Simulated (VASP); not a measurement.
# Li (P1) in VASP: a series of runs

Li is run at these levels: PBE; tasks: single point.

All numbers are computed with VASP 6.6.1; they aren't measurements. Logs are shortened: lines on timing, memory, paths and dates and some standing lists are left out, and cuts for length are marked.

### Step 1. The cell of the first run

The typed cell holds 16 atoms: a = 6.980 Å, b = 6.980 Å, c = 6.980 Å, α = 90.00°, β = 90.00°, γ = 90.00°.

### Step 2. Single point, PBE

Input file INCAR:

```
PREC = Accurate ; ENCUT = 520
EDIFF = 1E-6 ; ISMEAR = -1
SIGMA = 0.16 ; LREAL = Auto
LASPH = True ; NELM = 80
ALGO = Normal ; ISIF = 2
LWAVE = False ; LCHARG = False
GGA = PE ; NBANDS = 38
```

Input file KPOINTS:

```
regular mesh
0
Gamma
  3 3 3
```

Input file POSCAR:

```
Li
1.0
    6.9800000000      0.0000000000      0.0000000000
    0.0000000000      6.9800000000      0.0000000000
    0.0000000000      0.0000000000      6.9800000000
Li
16
Direct
   -0.0685959885      0.0743266476      0.0122063037
    0.6020343840      0.0072492837     -0.0421919771
    0.0052292264      0.5659025788      0.0739398281
    0.1084527221      0.0235243553      0.4779512894
    0.3167335244      0.2050716332      0.2319914040
    0.4777363897      0.5367335244      0.0382378223
    0.5491547278      0.0447564470      0.4843409742
    0.6830659026      0.2332808023      0.2240974212
    0.0815902579      0.3913467049      0.5389255014
    0.2904871060      0.8372349570      0.1545845272
    0.3229799427      0.3460458453      0.8508452722
    0.4352722063      0.5169770774      0.5171919771
    0.7768767908      0.7752292264      0.2642120344
    0.7263037249      0.2981518625      0.6967908309
    0.2507593123      0.8165472779      0.7476647564
    0.8153868195      0.7164040115      0.6931232092
```

Potentials or basis: VASP PAW PBE potentials, release 64 (Li_sv).

Command:

```bash
cat potpaw_PBE.64/Li_sv/POTCAR > POTCAR
mpirun -np 1 vasp_std > vasp.out
```

OUTCAR:

```text
PREC = Accurate
   ENCUT = 520
   EDIFF = 1E-6
   ISMEAR = -1
   LREAL = Auto
   LASPH = True
   NELM = 80
   ISIF = 2
   GGA = PE

 ion  position               nearest neighbor table
   1  0.931  0.074  0.012-   2 2.38   8 2.53
   2  0.602  0.007  0.958-   1 2.38   8 2.50
   3  0.005  0.566  0.074-  13 2.54
   4  0.108  0.024  0.478-  15 2.57   5 2.58
   5  0.317  0.205  0.232-   8 2.57   4 2.58
   6  0.478  0.537  0.038-  11 2.16  10 2.60
   7  0.549  0.045  0.484-   8 2.43
   8  0.683  0.233  0.224-   7 2.43   2 2.50   1 2.53   5 2.57
   9  0.082  0.391  0.539-
  10  0.290  0.837  0.155-   6 2.60
  11  0.323  0.346  0.851-   6 2.16
  12  0.435  0.517  0.517-
  13  0.777  0.775  0.264-   3 2.54
  14  0.726  0.298  0.697-
  15  0.251  0.817  0.748-   4 2.57
  16  0.815  0.716  0.693-

  LATTYP: Found a simple cubic cell.
 ALAT       =     6.9800000000

  Lattice vectors:

 A1 = (   6.9800000000,   0.0000000000,   0.0000000000)
 A2 = (   0.0000000000,   6.9800000000,   0.0000000000)
 A3 = (   0.0000000000,   0.0000000000,   6.9800000000)

Analysis of symmetry for initial positions (statically):
=====================================================================
 Subroutine PRICEL returns:
 Original cell was already a primitive cell.

 Routine SETGRP: Setting up the symmetry group for a
 simple cubic supercell.

 Subroutine GETGRP returns: Found  1 space group operations
 (whereof  1 operations were pure point group operations)
 out of a pool of 48 trial point group operations.

The static configuration has the point symmetry C_1 .

Analysis of symmetry for dynamics (positions and initial velocities):
=====================================================================
 Subroutine PRICEL returns:
 Original cell was already a primitive cell.

 Routine SETGRP: Setting up the symmetry group for a
 simple cubic supercell.

 Subroutine GETGRP returns: Found  1 space group operations
 (whereof  1 operations were pure point group operations)
 out of a pool of 48 trial point group operations.

The dynamic configuration has the point symmetry C_1 .

 Subroutine INISYM returns: Found  1 space group operations
 (whereof  1 operations are pure point group operations),
 and found     1 'primitive' translations

----------------------------------------------------------------------------------------

                                     Primitive cell

  volume of cell :     340.0684

  direct lattice vectors                    reciprocal lattice vectors
     6.980000000  0.000000000  0.000000000     0.143266476  0.000000000  0.000000000
     0.000000000  6.980000000  0.000000000     0.000000000  0.143266476  0.000000000
     0.000000000  0.000000000  6.980000000     0.000000000  0.000000000  0.143266476

  length of vectors
     6.980000000  6.980000000  6.980000000     0.143266476  0.143266476  0.143266476

  position of ions in fractional coordinates (direct lattice)
     0.931404011  0.074326648  0.012206304
     0.602034384  0.007249284  0.957808023
     0.005229226  0.565902579  0.073939828
     0.108452722  0.023524355  0.477951289
     0.316733524  0.205071633  0.231991404
     0.477736390  0.536733524  0.038237822
[... 8 lines left out ...]
     0.250759312  0.816547278  0.747664756
     0.815386819  0.716404012  0.693123209

  ion indices of the primitive-cell ions
   primitive index   ion index
                 1           1
                 2           2
                 3           3
                 4           4
                 5           5
                 6           6
[... 8 lines left out ...]
                15          15
                16          16

----------------------------------------------------------------------------------------

 KPOINTS: regular mesh

Automatic generation of k-mesh.
 Grid dimensions read from file:
 generate k-points for:    3    3    3

 Generating k-lattice:

  Cartesian coordinates                     Fractional coordinates (reciprocal lattice)
     0.047755492  0.000000000  0.000000000     0.333333333  0.000000000  0.000000000
     0.000000000  0.047755492  0.000000000     0.000000000  0.333333333  0.000000000
     0.000000000  0.000000000  0.047755492     0.000000000  0.000000000  0.333333333

  Length of vectors
     0.047755492  0.047755492  0.047755492

  Shift w.r.t. Gamma in fractional coordinates (k-lattice)
     0.000000000  0.000000000  0.000000000

 Subroutine IBZKPT returns following result:
 ===========================================

 Found     14 irreducible k-points:

 Following reciprocal coordinates:
            Coordinates               Weight
  0.000000  0.000000  0.000000      1.000000
  0.333333  0.000000  0.000000      2.000000
  0.000000  0.333333  0.000000      2.000000
  0.000000  0.000000  0.333333      2.000000
  0.333333  0.333333  0.000000      2.000000
  0.000000  0.333333  0.333333      2.000000
  0.333333  0.000000  0.333333      2.000000
 -0.333333  0.333333  0.000000      2.000000
 -0.333333  0.000000  0.333333      2.000000
  0.000000 -0.333333  0.333333      2.000000
  0.333333  0.333333  0.333333      2.000000
 -0.333333  0.333333  0.333333      2.000000
 -0.333333 -0.333333  0.333333      2.000000
  0.333333 -0.333333  0.333333      2.000000
   k-points           NKPTS =     14   k-points in BZ     NKDIM =     14   number of bands    NBANDS=     38
   number of dos      NEDOS =    301   number of ions     NIONS =     16
   total plane-waves  NPLWV = 157464
   dimension x,y,z NGX =    54 NGY =   54 NGZ =   54
   dimension x,y,z NGXF=   108 NGYF=  108 NGZF=  108
   ions per type =              16
   NGX,Y,Z   is equivalent  to a cutoff of  12.86, 12.86, 12.86 a.u.
   NGXF,Y,Z  is equivalent  to a cutoff of  25.72, 25.72, 25.72 a.u.
 SYSTEM =  unknown system
   PREC   = accura    normal or accurate (medium, high low for compatibility)
   ISTART =      0    job   : 0-new  1-cont  2-samecut
   ICHARG =      2    charge: 1-file 2-atom 10-const
   ISPIN  =      1    spin polarized calculation?
   LNONCOLLINEAR =      F non collinear calculations
   LSORBIT =      F    spin-orbit coupling
   LASPH  =      T    aspherical Exc in radial PAW
   ENCUT  =  520.0 eV  38.22 Ry    6.18 a.u.  12.98 12.98 12.98*2*pi/ulx,y,z
   NELM   =     80;   NELMIN=  2; NELMDL= -5     # of ELM steps
   EDIFF  = 0.1E-05   stopping-criterion for ELM
   LREAL  =      T    real-space projection
   EDIFFG = 0.1E-04   stopping-criterion for IOM
   NSW    =      0    number of steps for IOM
[... 5 lines left out ...]
   TEBEG  =    0.0;   TEEND  =   0.0 temperature during run
   PSTRESS=    0.0 pullay stress
   NELECT =      48.0000    total number of electrons
   NUPDOWN=      -1.0000    fix difference up-down
   EMIN   =  10.00;   EMAX   =-10.00  energy-range for DOS
   EFERMI =   0.00;   METHOD = LEGACY
   ISMEAR =    -1;   SIGMA  =   0.16  broadening in eV -4-tet -1-fermi 0-gaus
   EFERMI_NEDOS =   21; number of points for ismear=-14 and -15
   IALGO  =     38    algorithm
   IMIX   =      4    mixing-type and parameters
     AMIX     =   0.40;   BMIX     =  1.00
     AMIX_MAG =   1.60;   BMIX_MAG =  1.00
  volume/ion in A,a.u.               =      21.25       143.43
  Fermi-wavevector in a.u.,A,eV,Ry     =   0.852380  1.610764  9.885331  0.726551
  Thomas-Fermi vector in A             =   1.968659
   LORBIT       =      0    0 simple, 1 ext, 2 COOP (PROOUT), +10 PAW based schemes
   GGA     = PE    functional components
   LHFCALC =     F    Hartree Fock is set to
   AEXX    =    0.0000 exact exchange contribution
   IVDW    =     0    specifies the selected vdW correction
   LEPSILON=     F    determine dielectric tensor
   LRPA    =     F    only Hartree local field effects (RPA)
 non-spin polarized calculation
  energy-cutoff  :      520.00
  volume of cell :      340.07
 maximum number of plane-waves:      9180
 NGX is ok and might be reduce to    54
   NGX = 25   NGY = 25   NGZ = 25

 number of electron      47.9999995 magnetization

 Free energy of the ion-electron system (eV)
  ---------------------------------------------------
  ext. energy  EPLUGINS =         0.00000000
  ---------------------------------------------------
  free energy    TOTEN  =       -28.23747749 eV

  energy without entropy =      -27.67371719  energy(sigma->0) =      -27.95559734

 E-fermi :   0.4726     XC(G=0):  -6.8989

 val. band max:        0.4721399021   @ k =   0.0000   0.3333   0.3333
 cond. band min:       0.4969621178   @ k =  -0.3333   0.0000   0.3333
 fundamental gap:      0.0248222157
 Fermi energy:         0.4725684282

 k-point     1 :       0.0000    0.0000    0.0000
  band No.  band energies     occupation
      1     -46.4945      2.00000
      2     -46.4714      2.00000
      3     -46.4205      2.00000
      4     -46.4052      2.00000
      5     -46.3890      2.00000
      6     -46.3780      2.00000
[... 28 lines left out ...]
     35       3.3818      0.00000
     36       3.4698      0.00000

 k-point     2 :       0.3333    0.0000    0.0000
  band No.  band energies     occupation
      1     -46.4945      2.00000
      2     -46.4714      2.00000
      3     -46.4205      2.00000
      4     -46.4052      2.00000
      5     -46.3890      2.00000
      6     -46.3780      2.00000
[... 28 lines left out ...]
     35       3.4314      0.00000
     36       3.6922      0.00000

 k-point     3 :       0.0000    0.3333    0.0000
  band No.  band energies     occupation
      1     -46.4945      2.00000
      2     -46.4714      2.00000
      3     -46.4206      2.00000
      4     -46.4053      2.00000
      5     -46.3890      2.00000
      6     -46.3780      2.00000
[... 28 lines left out ...]
     35       3.5632      0.00000
     36       3.6686      0.00000

 k-point     4 :       0.0000    0.0000    0.3333
  band No.  band energies     occupation
      1     -46.4945      2.00000
      2     -46.4714      2.00000
      3     -46.4205      2.00000
      4     -46.4052      2.00000
      5     -46.3890      2.00000
      6     -46.3780      2.00000
[... 28 lines left out ...]
     35       3.3721      0.00000
     36       3.5334      0.00000

 k-point     5 :       0.3333    0.3333    0.0000
  band No.  band energies     occupation
      1     -46.4945      2.00000
      2     -46.4714      2.00000
      3     -46.4206      2.00000
      4     -46.4053      2.00000
      5     -46.3890      2.00000
      6     -46.3780      2.00000
[... 265 lines left out ...]
 k-point    12 :      -0.3333    0.3333    0.3333
  band No.  band energies     occupation
      1     -46.4945      2.00000
      2     -46.4714      2.00000
      3     -46.4206      2.00000
      4     -46.4052      2.00000
      5     -46.3890      2.00000
      6     -46.3781      2.00000
[... 28 lines left out ...]
     35       3.5592      0.00000
     36       3.8213      0.00000

 k-point    13 :      -0.3333   -0.3333    0.3333
  band No.  band energies     occupation
      1     -46.4945      2.00000
      2     -46.4714      2.00000
      3     -46.4206      2.00000
      4     -46.4052      2.00000
      5     -46.3890      2.00000
      6     -46.3781      2.00000
[... 28 lines left out ...]
     35       3.4562      0.00000
     36       3.9664      0.00000

 k-point    14 :       0.3333   -0.3333    0.3333
  band No.  band energies     occupation
      1     -46.4945      2.00000
      2     -46.4714      2.00000
      3     -46.4206      2.00000
      4     -46.4052      2.00000
      5     -46.3890      2.00000
      6     -46.3781      2.00000
[... 28 lines left out ...]
     35       3.4486      0.00000
     36       4.0490      0.00000
 [bands above 36 left out]

------------------------ aborting loop because EDIFF is reached ----------------------------------------

  FORCE on cell =-STRESS in cart. coord.  units (eV):
  Direction    XX          YY          ZZ          XY          YZ          ZX
  --------------------------------------------------------------------------------------
  -------------------------------------------------------------------------------------
  Total        1.6703014      0.7504145      0.8061816      1.2489317      0.5132216     -0.3487283
  in kB        7.8693554      3.5354570      3.7981943      5.8841403      2.4179606     -1.6429769
  external PRESSURE =       5.0676689 kB  Pullay stress =       0.0000000 kB

 VOLUME and BASIS-vectors are now :
 -----------------------------------------------------------------------------
  energy-cutoff  :      520.00
  volume of cell :      340.07
      direct lattice vectors                 reciprocal lattice vectors
     6.980000000  0.000000000  0.000000000     0.143266476  0.000000000  0.000000000
     0.000000000  6.980000000  0.000000000     0.000000000  0.143266476  0.000000000
     0.000000000  0.000000000  6.980000000     0.000000000  0.000000000  0.143266476

 POSITION                                       TOTAL-FORCE (eV/Angst)
 -----------------------------------------------------------------------------------
      6.50120      0.51880      0.08520         1.108921     -0.007446     -0.256913
      4.20220      0.05060      6.68550        -0.781514     -0.475974     -0.468169
      0.03650      3.95000      0.51610         0.179881     -0.479498     -0.297982
      0.75700      0.16420      3.33610        -0.659414     -0.243986     -0.011556
      2.21080      1.43140      1.61930        -0.352481      0.461002     -0.242920
      3.33460      3.74640      0.26690         0.925260      0.556126      0.313918
[... 8 lines left out ...]
      1.75030      5.69950      5.21870         0.100713     -0.222278      0.243244
      5.69140      5.00050      4.83800        -0.076729      0.141363      0.210625
 -----------------------------------------------------------------------------------
    total drift:                                0.007189     -0.004396     -0.002142

  FREE ENERGIE OF THE ION-ELECTRON SYSTEM (eV)
  ---------------------------------------------------
  free  energy   TOTEN  =       -28.2374774936 eV

  energy  without entropy=      -27.6737171926  energy(sigma->0) =      -27.95559734
```

Wall time 3.9 min (1 thread of AMD EPYC 7R13 (Zen 3), shared host); peak memory 0.37 GiB.

Results:

```
Free energy            : -28.2375 eV
Largest force          : 1.238 eV/Å
Band gap on the k mesh : zero (bands 24 and 25 overlap by 0.42 eV)
```

Forces in eV/Å, atoms in the order of the input:
```
Li   1.109 -0.007 -0.257
Li  -0.782 -0.476 -0.468
Li   0.180 -0.479 -0.298
Li  -0.659 -0.244 -0.012
Li  -0.352  0.461 -0.243
Li   0.925  0.556  0.314
Li  -0.256 -0.579  0.481
Li   0.555  0.876  0.281
Li  -0.347  0.417 -0.262
Li  -0.075 -0.085  0.373
Li  -0.583 -0.967 -0.507
Li   0.324  0.358 -0.462
Li  -0.223  0.139  0.319
Li   0.160  0.111  0.286
Li   0.101 -0.222  0.243
Li  -0.077  0.141  0.211
```

Caveat: the cutoff is under 1.25 times the usual one of these potentials, so pressure, stress and relaxed cells hold a basis-set (Pulay) error; forces of over 1 eV/Å act on the atoms, so gaps and moduli don't describe the material at rest.

(Part 1 of 3 ends here.)
